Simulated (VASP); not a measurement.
# Zn8O7 (a cell with a defect) in VASP: a series of runs

Runs on Zn8O7 (a cell with a defect). Level: PBE. Tasks: single point.

All numbers are computed with VASP 6.6.1; they aren't measurements. Logs are shortened: lines on timing, memory, paths and dates and some standing lists are left out, and cuts for length are marked.

## Step 1: The cell of the first run

The cell holds a defect, 15 atoms: a = 6.497 Å, b = 6.497 Å, c = 6.497 Å, α = 104.76°, β = 104.76°, γ = 119.37°.

## Step 2: Single point, PBE

Contents of INCAR:

```
PREC     = Accurate       # precision mode
ENCUT    = 520            # plane-wave cutoff, eV
EDIFF    = 1E-7           # SCF threshold, eV
ISMEAR   = 0              # smearing method
SIGMA    = 0.05           # smearing width, eV
LREAL    = Auto         
LASPH    = T              # aspherical terms in the spheres
NELM     = 80             # most SCF steps
ALGO     = Normal         # electronic algorithm
ISIF     = 2              # what is computed and relaxed
LWAVE    = F              # write WAVECAR
LCHARG   = T              # write CHGCAR
GGA      = PE             # functional
LELF     = T              # ELF
LVHAR    = T            
NELECT   = 136.0        
NBANDS   = 82             # bands
```

Contents of KPOINTS:

```
Automatic mesh
0
Gamma
  4 4 4
```

Contents of POSCAR:

```
Zn8O7
1.0
    5.6084659105      0.0000000000     -3.2791201819
   -5.6084659105      0.0000000000     -3.2791201819
    0.0000000000      5.6084659105      3.2791201819
Zn O
8 7
Direct
    0.4318917042      0.2423223965      0.1742141284
    0.9511008509      0.7163596541      0.1674605882
    0.0681083038      0.2423224322      0.8104307082
    0.5488991016      0.7163596898      0.7652588192
    0.0354067535      0.3741348532      0.3387280997
    0.4645932188      0.8033213184      0.3387280997
    0.0015738978      0.6909945097      0.6894206119
    0.4984261102      0.1878467062      0.6894206119
    0.2499999861      0.4272126172      0.1772126310
    0.7499999941      0.5813720636      0.8313720854
    0.2500000218      0.0702656674      0.8202656615
    0.1783926475      0.5017937395      0.6845570716
    0.6827633401      0.0061644161      0.6845570716
    0.8172368006      0.5017938563      0.3234010920
    0.3216073605      0.0061644161      0.3234010920
```

Potentials or basis: VASP PAW PBE potentials, release 64 (Zn, O).

The run is started by

```sh
> cat potpaw_PBE.64/Zn/POTCAR potpaw_PBE.64/O/POTCAR > POTCAR
> mpirun -np 1 vasp_std > vasp.out
```

OUTCAR:

```text
PREC = Accurate
   ENCUT = 520
   EDIFF = 1E-7
   ISMEAR = 0
   LREAL = Auto
   LASPH = T
   NELM = 80
   ISIF = 2
   GGA = PE
   NELECT = 136.0

 ion  position               nearest neighbor table
   1  0.432  0.242  0.174-  15 1.96  14 1.96  11 1.99   9 2.06   3 2.89
   2  0.951  0.716  0.167-  10 1.92  14 1.92  15 1.92   5 2.94   6 2.94
   3  0.068  0.242  0.810-  12 1.96  13 1.96  11 1.99   9 2.06   1 2.89
   4  0.549  0.716  0.765-  10 1.92  12 1.92  13 1.92   6 2.94   5 2.94
   5  0.035  0.374  0.339-   9 1.90  14 1.96  12 1.96   7 2.79   6 2.81   2 2.94   4 2.94
   6  0.465  0.803  0.339-   9 1.90  15 1.96  13 1.96   8 2.79   5 2.81   4 2.94   2 2.94
   7  0.002  0.691  0.689-  11 1.93  10 2.00  14 2.05  12 2.05   5 2.79
   8  0.498  0.188  0.689-  11 1.93  10 2.00  15 2.05  13 2.05   6 2.79
   9  0.250  0.427  0.177-   6 1.90   5 1.90   3 2.06   1 2.06
  10  0.750  0.581  0.831-   2 1.92   4 1.92   8 2.00   7 2.00
  11  0.250  0.070  0.820-   8 1.93   7 1.93   1 1.99   3 1.99
  12  0.178  0.502  0.685-   4 1.92   5 1.96   3 1.96   7 2.05
  13  0.683  0.006  0.685-   4 1.92   6 1.96   3 1.96   8 2.05
  14  0.817  0.502  0.323-   2 1.92   5 1.96   1 1.96   7 2.05
  15  0.322  0.006  0.323-   2 1.92   6 1.96   1 1.96   8 2.05

  LATTYP: Found a body centered tetragonal cell.
 ALAT       =     7.9315685547
 C/A-ratio  =     0.8268528877

  Lattice vectors:

 A1 = (   5.6084659105,   0.0000000000,  -3.2791201819)
 A2 = (  -5.6084659105,   0.0000000000,  -3.2791201819)
 A3 = (   0.0000000000,   5.6084659105,   3.2791201819)

Analysis of symmetry for initial positions (statically):
=====================================================================
 Subroutine PRICEL returns:
 Original cell was already a primitive cell.

 Routine SETGRP: Setting up the symmetry group for a
 body centered tetragonal supercell.

 Subroutine GETGRP returns: Found  4 space group operations
 (whereof  2 operations were pure point group operations)
 out of a pool of 16 trial point group operations.

The static configuration has the point symmetry C_1h.
 The point group associated with its full space group is C_2v.

Analysis of symmetry for dynamics (positions and initial velocities):
=====================================================================
 Subroutine PRICEL returns:
 Original cell was already a primitive cell.

 Routine SETGRP: Setting up the symmetry group for a
 body centered tetragonal supercell.

 Subroutine GETGRP returns: Found  4 space group operations
 (whereof  2 operations were pure point group operations)
 out of a pool of 16 trial point group operations.

The dynamic configuration has the point symmetry C_1h.
 The point group associated with its full space group is C_2v.

 Subroutine INISYM returns: Found  4 space group operations
 (whereof  2 operations are pure point group operations),
 and found     1 'primitive' translations

----------------------------------------------------------------------------------------

                                     Primitive cell

  volume of cell :     206.2887

  direct lattice vectors                    reciprocal lattice vectors
     5.608465910  0.000000000 -3.279120182     0.089150939  0.089150939 -0.152479925
    -5.608465910  0.000000000 -3.279120182    -0.089150939  0.089150939 -0.152479925
     0.000000000  5.608465910  3.279120182     0.000000000  0.178301877  0.000000000

  length of vectors
     6.496731412  6.496731412  6.496731412     0.197853247  0.197853247  0.178301877

  position of ions in fractional coordinates (direct lattice)
     0.431891704  0.242322397  0.174214128
     0.951100851  0.716359654  0.167460588
     0.068108304  0.242322432  0.810430708
     0.548899102  0.716359690  0.765258819
     0.035406753  0.374134853  0.338728100
     0.464593219  0.803321318  0.338728100
     0.001573898  0.690994510  0.689420612
     0.498426110  0.187846706  0.689420612
     0.249999986  0.427212617  0.177212631
     0.749999994  0.581372064  0.831372085
     0.250000022  0.070265667  0.820265662
     0.178392647  0.501793740  0.684557072
     0.682763340  0.006164416  0.684557072
     0.817236801  0.501793856  0.323401092
     0.321607361  0.006164416  0.323401092

  ion indices of the primitive-cell ions
   primitive index   ion index
                 1           1
                 2           2
                 3           3
                 4           4
                 5           5
                 6           6
                 7           7
                 8           8
                 9           9
                10          10
                11          11
                12          12
                13          13
                14          14
                15          15

----------------------------------------------------------------------------------------

 KPOINTS: Automatic mesh

Automatic generation of k-mesh.
 Grid dimensions read from file:
 generate k-points for:    4    4    4

 Generating k-lattice:

  Cartesian coordinates                     Fractional coordinates (reciprocal lattice)
     0.022287735  0.022287735 -0.038119981     0.250000000 -0.000000000  0.000000000
    -0.022287735  0.022287735 -0.038119981    -0.000000000  0.250000000  0.000000000
     0.000000000  0.044575469  0.000000000     0.000000000  0.000000000  0.250000000

  Length of vectors
     0.049463312  0.049463312  0.044575469

  Shift w.r.t. Gamma in fractional coordinates (k-lattice)
     0.000000000  0.000000000  0.000000000

 Subroutine IBZKPT returns following result:
 ===========================================

 Found     18 irreducible k-points:

 Following reciprocal coordinates:
            Coordinates               Weight
  0.000000  0.000000  0.000000      1.000000
  0.250000  0.000000  0.000000      4.000000
  0.250000  0.000000 -0.250000      4.000000
  0.500000  0.000000  0.000000      2.000000
  0.500000  0.000000  0.500000      2.000000
  0.250000  0.250000  0.000000      8.000000
[... 10 lines left out ...]
 -0.250000 -0.250000  0.250000      2.000000
  0.500000  0.500000  0.500000      1.000000
   k-points           NKPTS =     18   k-points in BZ     NKDIM =     18   number of bands    NBANDS=     82
   number of dos      NEDOS =    301   number of ions     NIONS =     15
   total plane-waves  NPLWV = 110592
   dimension x,y,z NGX =    48 NGY =   48 NGZ =   48
   dimension x,y,z NGXF=    96 NGYF=   96 NGZF=   96
   ions per type =               8   7
   NGX,Y,Z   is equivalent  to a cutoff of  12.28, 12.28, 12.28 a.u.
   NGXF,Y,Z  is equivalent  to a cutoff of  24.57, 24.57, 24.57 a.u.
 SYSTEM =  unknown system
   PREC   = accura    normal or accurate (medium, high low for compatibility)
   ISTART =      0    job   : 0-new  1-cont  2-samecut
   ICHARG =      2    charge: 1-file 2-atom 10-const
   ISPIN  =      1    spin polarized calculation?
   LNONCOLLINEAR =      F non collinear calculations
   LSORBIT =      F    spin-orbit coupling
   LASPH  =      T    aspherical Exc in radial PAW
   ENCUT  =  520.0 eV  38.22 Ry    6.18 a.u.  12.08 12.08 12.08*2*pi/ulx,y,z
   NELM   =     80;   NELMIN=  2; NELMDL= -5     # of ELM steps
   EDIFF  = 0.1E-06   stopping-criterion for ELM
   LREAL  =      T    real-space projection
   EDIFFG = 0.1E-05   stopping-criterion for IOM
   NSW    =      0    number of steps for IOM
   IBRION =     -1    ionic relax: 0-MD 1-quasi-New 2-CG
   NFREE  =      0    steps in history (QN), initial steepest desc. (CG)
   ISIF   =      2    stress and relaxation
   ISYM   =      2    0-nonsym 1-usesym 2-fastsym
   POTIM  = 0.5000    time-step for ionic-motion
   TEBEG  =    0.0;   TEEND  =   0.0 temperature during run
   PSTRESS=    0.0 pullay stress
   NELECT =     136.0000    total number of electrons
   NUPDOWN=      -1.0000    fix difference up-down
   EMIN   =  10.00;   EMAX   =-10.00  energy-range for DOS
   EFERMI =   0.00;   METHOD = LEGACY
   ISMEAR =     0;   SIGMA  =   0.05  broadening in eV -4-tet -1-fermi 0-gaus
   EFERMI_NEDOS =   21; number of points for ismear=-14 and -15
   IALGO  =     38    algorithm
   IMIX   =      4    mixing-type and parameters
     AMIX     =   0.40;   BMIX     =  1.00
     AMIX_MAG =   1.60;   BMIX_MAG =  1.00
  volume/ion in A,a.u.               =      13.75        92.81
  Fermi-wavevector in a.u.,A,eV,Ry     =   1.424829  2.692536 27.621686  2.030137
  Thomas-Fermi vector in A             =   2.545278
   LORBIT       =      0    0 simple, 1 ext, 2 COOP (PROOUT), +10 PAW based schemes
   GGA     = PE    functional components
   LHFCALC =     F    Hartree Fock is set to
   AEXX    =    0.0000 exact exchange contribution
   IVDW    =     0    specifies the selected vdW correction
   LEPSILON=     F    determine dielectric tensor
   LRPA    =     F    only Hartree local field effects (RPA)
 non-spin polarized calculation
 Gauss-broadening in eV      SIGMA  =   0.05
  energy-cutoff  :      520.00
  volume of cell :      206.29
 maximum number of plane-waves:      5572
   NGX = 25   NGY = 25   NGZ = 25

 number of electron     135.9999991 magnetization

 Free energy of the ion-electron system (eV)
  ---------------------------------------------------
  ext. energy  EPLUGINS =         0.00000000
  ---------------------------------------------------
  free energy    TOTEN  =       -65.08560196 eV

  energy without entropy =      -65.08558959  energy(sigma->0) =      -65.08559577

 E-fermi :   0.4563     XC(G=0):  -9.9146

 val. band max:        0.3530051899   @ k =   0.0000   0.0000   0.0000
 cond. band min:       0.5596364408   @ k =   0.0000   0.0000   0.0000
 fundamental gap:      0.2066312510
 Fermi energy:         0.4563416984

 k-point     1 :       0.0000    0.0000    0.0000
  band No.  band energies     occupation
      1     -17.5576      2.00000
      2     -17.1740      2.00000
      3     -17.0007      2.00000
      4     -16.9491      2.00000
      5     -16.9465      2.00000
      6     -16.7583      2.00000
[... 72 lines left out ...]
     79       7.6766      0.00000
     80       7.8320      0.00000

 k-point     2 :       0.2500    0.0000    0.0000
  band No.  band energies     occupation
      1     -17.4793      2.00000
      2     -17.1923      2.00000
      3     -17.0401      2.00000
      4     -17.0132      2.00000
      5     -16.8820      2.00000
      6     -16.7865      2.00000
[... 72 lines left out ...]
     79       8.1489      0.00000
     80       8.2440      0.00000
[... 1243 lines left out ...]
     79       8.2956      0.00000
     80       8.9266      0.00000

 k-point    18 :       0.5000    0.5000    0.5000
  band No.  band energies     occupation
      1     -17.2780      2.00000
      2     -17.2293      2.00000
      3     -17.1462      2.00000
      4     -17.0290      2.00000
      5     -16.9725      2.00000
      6     -16.7428      2.00000
[... 72 lines left out ...]
     79       8.4852      0.00000
     80       8.7844      0.00000
 [bands above 80 left out]

------------------------ aborting loop because EDIFF is reached ----------------------------------------

  FORCE on cell =-STRESS in cart. coord.  units (eV):
  Direction    XX          YY          ZZ          XY          YZ          ZX
  --------------------------------------------------------------------------------------
  -------------------------------------------------------------------------------------
  Total       -7.1785351     -7.1785351     -7.0780338      0.7506351      0.0000000      0.0000000
  in kB      -55.7533427    -55.7533427    -54.9727822      5.8299380      0.0000000      0.0000000
  external PRESSURE =     -55.4931559 kB  Pullay stress =       0.0000000 kB

 VOLUME and BASIS-vectors are now :
 -----------------------------------------------------------------------------
  energy-cutoff  :      520.00
  volume of cell :      206.29
      direct lattice vectors                 reciprocal lattice vectors
     5.608465910  0.000000000 -3.279120182     0.089150939  0.089150939 -0.152479925
    -5.608465910  0.000000000 -3.279120182    -0.089150939  0.089150939 -0.152479925
     0.000000000  5.608465910  3.279120182     0.000000000  0.178301877  0.000000000

 POSITION                                       TOTAL-FORCE (eV/Angst)
 -----------------------------------------------------------------------------------
      1.06319      0.97707     -1.63956        -0.006890      0.004739      0.000000
      1.31654      0.93920     -4.91868        -0.019101      0.010639      0.000000
     -0.97707      4.54527      1.63956        -0.004739      0.006890      0.000000
     -0.93920      4.29193     -1.63956        -0.010639      0.019101      0.000000
     -1.89975      1.89975     -0.23221         0.024864     -0.024864      0.038999
     -1.89974      1.89975     -3.04691         0.024864     -0.024864     -0.038999
     -3.86659      3.86659     -0.01032         0.007774     -0.007774      0.021165
      1.74187      3.86659      0.01032         0.007774     -0.007774     -0.021165
     -0.99389      0.99389     -1.63956         0.052079     -0.052079      0.000000
      0.94574      4.66272     -1.63956         0.025013     -0.025013      0.000000
      1.00803      4.60043      1.63956         0.000028     -0.000028      0.000000
     -1.81378      3.83931      0.01433        -0.015302      0.035211      0.032746
      3.79468      3.83931     -0.01433        -0.015302      0.035211     -0.032746
      1.76915      1.81378     -3.26479        -0.035211      0.015302      0.032746
      1.76915      1.81378     -0.01433        -0.035211      0.015302     -0.032746
 -----------------------------------------------------------------------------------
    total drift:                                0.012890     -0.012954      0.001378

  FREE ENERGIE OF THE ION-ELECTRON SYSTEM (eV)
  ---------------------------------------------------
  free  energy   TOTEN  =       -65.0856019566 eV

  energy  without entropy=      -65.0855895931  energy(sigma->0) =      -65.08559577
```

Wall time 24 min (1 thread of Intel Xeon 8259CL, shared host); peak memory 0.42 GiB.

Results:

```yaml
Free_energy: -65.0856 eV
Largest_force: 0.074 eV/Å
```

Forces on the atoms (eV/Å):
```
Zn  -0.007  0.005  0.000
Zn  -0.019  0.011  0.000
Zn  -0.005  0.007  0.000
Zn  -0.011  0.019  0.000
Zn   0.025 -0.025  0.039
Zn   0.025 -0.025 -0.039
Zn   0.008 -0.008  0.021
Zn   0.008 -0.008 -0.021
O    0.052 -0.052  0.000
O    0.025 -0.025  0.000
O    0.000  0.000  0.000
O   -0.015  0.035  0.033
O   -0.015  0.035 -0.033
O   -0.035  0.015  0.033
O   -0.035  0.015 -0.033
```

Caveat: the cell carries a net charge on a neutralising background, which shifts energy and pressure; the cell is charged against a uniform background, so pressure and absolute levels hang on convention.

## Step 3: Single point, PBE

Contents of INCAR:

```
SYSTEM = Zn8O7
PREC = Accurate ; ENCUT = 520
EDIFF = 1E-6 ; ISMEAR = 0
SIGMA = 0.05 ; LREAL = Auto
LASPH = .TRUE. ; NELM = 80
ALGO = Normal ; ISIF = 2
LWAVE = .FALSE. ; LCHARG = .FALSE.
GGA = PE ; NELECT = 136.0
NBANDS = 82
```

Contents of KPOINTS:

```
Automatic mesh
0
G
  4 4 4
  0 0 0
```

Contents of POSCAR:

```
Zn8O7
1.0
    5.6084659105      0.0000000000     -3.2791201819
   -5.6084659105      0.0000000000     -3.2791201819
    0.0000000000      5.6084659105      3.2791201819
Zn O
8 7
Direct
    0.4295132463      0.2380635670      0.1675768410
    0.9652111265      0.7381447557      0.2033559655
    0.0704867617      0.2380636027      0.8085503366
    0.5347888260      0.7381447914      0.7729336452
    0.0294269483      0.3595774796      0.3301505313
    0.4705730240      0.8007235553      0.3301505313
   -0.0114277605      0.6833959332      0.6948236937
    0.5114277685      0.2062514462      0.6948236937
    0.2499999861      0.4239971211      0.1739971350
    0.7499999941      0.6280937526      0.8780937744
    0.2500000218      0.0632778385      0.8132778326
    0.1635637080      0.4923215233      0.6768512211
    0.6845297057      0.0132875051      0.6768512211
    0.8154702825      0.4923214876      0.3287578153
    0.3364362999      0.0132875051      0.3287578153
```

Potentials or basis: VASP PAW PBE potentials, release 64 (Zn, O).

The run is started by

```sh
> cat potpaw_PBE.64/Zn/POTCAR potpaw_PBE.64/O/POTCAR > POTCAR
> mpirun -np 1 vasp_std > vasp.out
```

Run time: 22 min. Hardware: 1 thread of Intel Xeon 8259CL, shared host; peak memory 0.43 GiB.

Results (log left out):

- Free energy: -64.7914 eV
- Largest force: 1.346 eV/Å

Forces on the atoms (eV/Å):
```
Zn   0.028 -0.007  0.000
Zn  -0.059 -0.187  0.000
Zn   0.007 -0.028  0.000
Zn   0.187  0.059  0.000
Zn  -0.162  0.162 -0.126
Zn  -0.162  0.162  0.126
Zn  -0.182  0.182  0.238
Zn  -0.182  0.182 -0.238
O    0.025 -0.025  0.000
O    0.952 -0.952  0.000
O    0.010 -0.010  0.000
O   -0.046  0.184 -0.056
O   -0.046  0.184  0.056
O   -0.184  0.046 -0.056
O   -0.184  0.046  0.056
```

Levels at points of the mesh, in eV from the Fermi level:
```csv
k point,band 65,band 66,band 67,band 68,band 69,band 70,band 71,band 72
"(0.00, 0.00, 0.00)",-0.54,-0.46,-0.05,-0.04,0.03,3.02,4.83,5.04
"(0.50, 0.00, 0.00)",-0.76,-0.71,-0.55,-0.47,2.23,2.79,4.36,4.61
"(0.50, 0.00, 0.50)",-0.88,-0.54,-0.51,-0.50,2.29,2.76,4.50,4.69
"(0.50, 0.50, 0.00)",-0.80,-0.70,-0.42,-0.20,1.78,2.65,4.07,4.81
"(0.50, 0.50, 0.50)",-1.04,-0.76,-0.61,-0.48,2.30,3.59,3.84,4.27
```

Caveat: the cell carries a net charge on a neutralising background, which shifts energy and pressure; the cell is charged against a uniform background, so pressure and absolute levels hang on convention.
